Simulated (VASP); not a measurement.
# In3GaN2 (P4/mmm) in VASP: a series of runs, part 2 of 2

VASP 6.6.1. The steps go on from the part before.

## 4. Relaxation of cell and atoms, PBE

INCAR reads:

```
ALGO     = Normal         # electronic algorithm
EDIFF    = 1E-6           # SCF threshold, eV
EDIFFG   = -0.04          # ionic threshold
ENCUT    = 600            # plane-wave cutoff, eV
GGA      = PE             # functional
IBRION   = 2              # ionic algorithm
ISIF     = 3              # what is computed and relaxed
ISMEAR   = 0              # smearing method
LASPH    = True           # aspherical terms in the spheres
LCHARG   = False          # write CHGCAR
LREAL    = False          # projectors in reciprocal space
LWAVE    = False          # write WAVECAR
NELM     = 60             # most SCF steps
NSW      = 90             # ionic steps
PREC     = Accurate       # precision mode
SIGMA    = 0.1            # smearing width, eV
```

KPOINTS reads:

```
k-points
0
Gamma
  4 4 4
```

POSCAR reads:

```
In3GaN2
1.0
    4.6748468600      0.0000000000      0.0000000000
    0.0000000000      4.6748468600      0.0000000000
    0.0000000000      0.0000000000      6.1031761600
In Ga N
3 1 2
Direct
    0.0000000000      0.5000000000      0.5000000000
    0.5000000000      0.0000000000      0.5000000000
    0.5000000000      0.5000000000      0.5000000000
    0.5000000000      0.5000000000      0.0000000000
    0.5000000000      0.5000000000      0.7625267700
    0.5000000000      0.5000000000      0.2374732300
```

Launch:

```console
> cat potpaw_PBE.64/In_d/POTCAR potpaw_PBE.64/Ga_d/POTCAR potpaw_PBE.64/N/POTCAR > POTCAR
> mpirun -np 1 vasp_std > vasp.out
```

It took 23 min on 1 thread of Intel Xeon Platinum 8488C (Sapphire Rapids), shared host; peak memory 0.34 GiB.

Results (log left out):

* Free energy: -20.9183 eV
* Relaxed volume: 42.24 Å³/atom
* Relaxed cell: a = 5.795 Å, b = 5.795 Å, c = 7.547 Å, α = 90.00°, β = 90.00°, γ = 90.00°
* Space group after relaxing (to 0.1 Å): P4/mmm (No. 123)
* Energy gained by relaxing: 2610.5 meV/atom
* Ionic steps: 17
* Pressure after relaxing: 0.0 GPa
* Band gap on the k mesh: zero (bands 31 and 32 overlap by 1.39 eV)

Forces on the atoms (eV/Å):
```
In   0.000  0.000  0.000
In   0.000  0.000  0.000
In   0.000  0.000  0.000
Ga   0.000  0.000  0.000
N    0.000  0.000  0.003
N    0.000  0.000 -0.003
```

The path:
| step | energy change (eV) | largest force (eV/Å) | pressure (GPa) | volume (Å³) |
| --- | --- | --- | --- | --- |
| 1 | 0.0000 | 2.0571 | 72.93 | 133.38 |
| 2 | -3.4552 | 0.7335 | -8.70 | 413.63 |
| 3 | -13.5991 | 1.3951 | -0.82 | 233.12 |
| 4 | -13.9241 | 1.2697 | 0.50 | 222.01 |
| 5 | -14.0533 | 0.7334 | 6.56 | 196.48 |
| 6 | -14.1457 | 0.9699 | 3.82 | 205.36 |
| 7 | -14.1426 | 0.9318 | 4.25 | 203.75 |
| 8 | -15.4116 | 1.5637 | 1.65 | 232.74 |
| 9 | -15.4437 | 2.8868 | 1.43 | 244.02 |
| 10 | -15.4580 | 2.4624 | 1.46 | 240.63 |
| 11 | -15.5696 | 1.0870 | -1.36 | 263.39 |
| 12 | -15.6397 | 0.0957 | -0.52 | 253.98 |
| 13 | -15.6604 | 0.1803 | 0.16 | 253.16 |
| 14 | -15.6626 | 0.1044 | -0.03 | 253.35 |
| 15 | -15.6626 | 0.1086 | 0.02 | 253.34 |
| 16 | -15.6628 | 0.0621 | 0.05 | 253.46 |
| 17 | -15.6629 | 0.0028 | 0.03 | 253.42 |

Final structure:
```
CELL_PARAMETERS angstrom
5.79455 0.00000 0.00000
0.00000 5.79455 0.00000
0.00000 0.00000 7.54732
ATOMIC_POSITIONS crystal
In 0.00000 0.50000 0.50000
In 0.50000 0.00000 0.50000
In 0.50000 0.50000 0.50000
Ga 0.50000 0.50000 0.00000
N 0.50000 0.50000 0.77026
N 0.50000 0.50000 0.22974
```

Levels at points of the mesh, in eV from the Fermi level:
| k point | band 27 | band 28 | band 29 | band 30 | band 31 | band 32 | band 33 | band 34 | band 35 | band 36 |
| --- | --- | --- | --- | --- | --- | --- | --- | --- | --- | --- |
| (0.00, 0.00, 0.00) | -2.92 | -2.92 | -0.92 | -0.92 | -0.36 | -0.36 | 0.90 | 0.95 | 2.53 | 2.75 |
| (0.50, 0.00, 0.00) | -2.79 | -1.75 | -1.24 | -0.91 | -0.35 | -0.03 | 1.37 | 1.39 | 1.67 | 2.26 |
| (0.50, 0.50, 0.00) | -1.72 | -1.72 | -1.68 | -1.22 | -1.22 | -0.72 | 2.46 | 2.46 | 3.22 | 3.22 |
| (0.00, 0.00, 0.50) | -2.59 | -2.59 | -1.86 | -1.86 | 0.32 | 0.33 | 0.33 | 2.37 | 2.67 | 2.89 |
| (0.50, 0.00, 0.50) | -2.40 | -2.15 | -1.84 | -0.82 | 0.67 | 0.96 | 1.15 | 1.39 | 1.40 | 2.04 |
| (0.50, 0.50, 0.50) | -2.12 | -2.12 | -0.80 | -0.80 | -0.70 | -0.02 | 2.28 | 2.28 | 3.00 | 3.85 |

Caveat: the volume moved by over 15 % at a fixed basis, so the end points are rough; spin-orbit coupling is left out, which moves the levels of the heavy elements.

## 5. Single point, PBE

This run uses another cell than the first one, of 45.19 Å³/atom.

INCAR reads:

```
PREC = Accurate
ENCUT = 520
EDIFF = 1E-6
ISMEAR = 0
SIGMA = 0.1
LREAL = False
LASPH = True
NELM = 60
ALGO = Normal
ISIF = 2
LWAVE = False
LCHARG = True
GGA = PE
LELF = True
LVHAR = True
NBANDS = 40
```

KPOINTS reads:

```
regular mesh
0
Gamma
  6 6 6
```

POSCAR reads:

```
In3GaN2
1.0
    5.9781498332      0.0000000000      0.0000000000
    0.0000000000      5.9781498332      0.0000000000
    0.0000000000      0.0000000000      7.5869534542
In Ga N
3 1 2
Direct
    0.0000000000      0.5000000000      0.5000000000
    0.5000000000      0.0000000000      0.5000000000
    0.5000000000      0.5000000000      0.5000000000
    0.5000000000      0.5000000000      0.0000000000
    0.5000000000      0.5000000000      0.7699845523
    0.5000000000      0.5000000000      0.2300154477
```

Launch:

```console
> cat potpaw_PBE.64/In_d/POTCAR potpaw_PBE.64/Ga_d/POTCAR potpaw_PBE.64/N/POTCAR > POTCAR
> mpirun -np 1 vasp_std > vasp.out
```

It took 8 min on 1 thread of Intel Xeon Platinum 8488C (Sapphire Rapids), shared host; peak memory 0.58 GiB.

It converged, with:

- Free energy: -21.1627 eV
- Pressure: 0.0 GPa
- Largest force: 0.062 eV/Å
- Band gap on the k mesh: zero (bands 31 and 32 overlap by 1.36 eV)

Forces on the atoms (eV/Å):
```
In   0.000  0.000  0.000
In   0.000  0.000  0.000
In   0.000  0.000  0.000
Ga   0.000  0.000  0.000
N    0.000  0.000  0.062
N    0.000  0.000 -0.062
```

Stress tensor (GPa, compression positive):
```
 0.01  0.00  0.00
 0.00  0.01  0.00
 0.00  0.00 -0.13
```

Levels at points of the mesh, in eV from the Fermi level:
```
           k point  band 29  band 30  band 31  band 32  band 33  band 34
(0.00, 0.00, 0.00)    -0.88    -0.88    -0.34    -0.34     0.69     0.85
(0.50, 0.00, 0.00)    -1.17    -0.88    -0.54    -0.02     1.15     1.21
(0.50, 0.50, 0.00)    -1.70    -1.15    -1.15    -0.70     2.24     2.24
(0.00, 0.00, 0.50)    -1.81    -1.81     0.30     0.33     0.33     2.15
(0.50, 0.00, 0.50)    -1.79    -0.86     0.66     0.81     1.06     1.17
(0.50, 0.50, 0.50)    -0.84    -0.84    -0.68    -0.08     2.07     2.07
```

Caveat: spin-orbit coupling is left out, which moves the levels of the heavy elements.

## 6. Summary

```csv
task,cell,k mesh,cutoff (eV),gap on the mesh (eV),pressure (GPa),largest force (eV/Å)
single point,"a = 4.675, b = 4.675, c = 6.103 Å, 6 atoms, atomic positions A",4 × 4 × 4,520,none,72.9,2.05
single point,"a = 5.900, b = 5.900, c = 7.584 Å, 6 atoms, atomic positions B",4 × 4 × 4,520,none,0.1,0.07
relaxation of cell and atoms,"relaxed from a = 4.675, b = 4.675, c = 6.103 Å, 6 atoms, atomic positions A",4 × 4 × 4,600,none,0.0,-
single point,"a = 5.978, b = 5.978, c = 7.587 Å, 6 atoms, atomic positions B",6 × 6 × 6,520,none,0.0,0.06
```

Alike in all rows: level PBE; potentials or basis VASP PAW PBE potentials, release 64 (In_d, Ga_d, N); no spin polarisation; smearing gaussian 0.1 eV.

Caveats: spin-orbit coupling is left out, which moves the levels of the heavy elements; the cell stands under pressure (at least some runs); forces of over 1 eV/Å act on the atoms, so gaps and moduli don't describe the material at rest (at least some runs); the volume moved by over 15 % at a fixed basis, so the end points are rough (at least some runs).

Absolute energies hang on the potentials; compare differences alone.
